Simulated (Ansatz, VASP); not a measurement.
# Two plane-wave programs on Re

INCAR

```
SYSTEM = Re
PREC = Accurate
ENCUT = 520
EDIFF = 1E-8
ISMEAR = -1
SIGMA = 0.05
LREAL = .False.
LASPH = .True.
NELM = 60
ALGO = Normal
ISIF = 2
LWAVE = .False.
LCHARG = .False.
GGA = CA
LEFG = .True.
NBANDS = 14
```

Contents of KPOINTS:

```
Automatic mesh
0
Gamma
  14 14 8
  0 0 0
```

Contents of POSCAR:

```
Re
1.0
    2.6029010724      0.0000000000      0.0000000000
   -1.3014505362      2.2541784522      0.0000000000
    0.0000000000      0.0000000000      4.1620000000
Re
2
Direct
    0.3333333333      0.6666666667      0.2500000000
    0.6666666667      0.3333333333      0.7500000000
```

Input for Ansatz:

```yaml
crystal:
  lattice:
    - [2.6029010724, 0.0, 0.0]
    - [-1.3014505362, 2.2541784522, 0.0]
    - [0.0, 0.0, 4.162]
  atoms:
    - { symbol: Re, position: [0.3333333333, 0.6666666667, 0.25] }
    - { symbol: Re, position: [0.6666666667, 0.3333333333, 0.75] }
kpoints:
  mp_grid: { grid: [14, 14, 8] }
  band_path:
    path:
      - [0.0, 0.0, 0.0]
      - [0.5, 0.0, 0.0]
      - [0.3333333333, 0.3333333333, 0.0]
      - [0.0, 0.0, 0.0]
      - [0.0, 0.0, 0.5]
      - [0.5, 0.0, 0.5]
      - [0.3333333333, 0.3333333333, 0.5]
      - [0.0, 0.0, 0.5]
      - [0.5, 0.0, 0.5]
    npoints: 14
scf:
  occupations: { method: fermi_dirac, width: 0.05 }
hamiltonian:
  xc: lda
  pseudopotentials: { kind: paw }
output:
  forces: true
  stress: true
  eigenvalues: true
  efg: { contact_densities: true }
  populations: true
  bader: true
  dos: { projected: true, de: 0.2, e_range: [-14, 8] }
  write_density: true
  write_potential: true
  elf: true
  volumetric_format: npy
```

Alike in both runs: task electric field gradients; functional LDA; k mesh 14 × 14 × 8; occupations fermi-dirac, width 0.05 eV; no spin polarisation.

|  | VASP | Ansatz |
| --- | --- | --- |
| version | VASP 6.6.1 | Ansatz 0.2.0 |
| potentials or method | VASP PAW LDA potentials, release 64 (Re) | PAW with Ansatz's default frozen-core files, scalar-relativistic |
| plane-wave cutoff (eV) | 520 | 420 |
| valence electrons in the cell | 14 | 30 |

|  | VASP | Ansatz | Ansatz less VASP |
| --- | --- | --- | --- |
| size of Vzz on the site where it differs most (V/Å²) | 102.3 | 82.3 | -19.93 |

LDA's correlation is that of Perdew and Zunger in VASP and of Perdew and Wang (1992) in Ansatz. VASP's potentials hold 14 valence electrons a cell and Ansatz's 30, so a difference there can come from the potentials and not from the codes.

Spin-orbit coupling is off throughout.
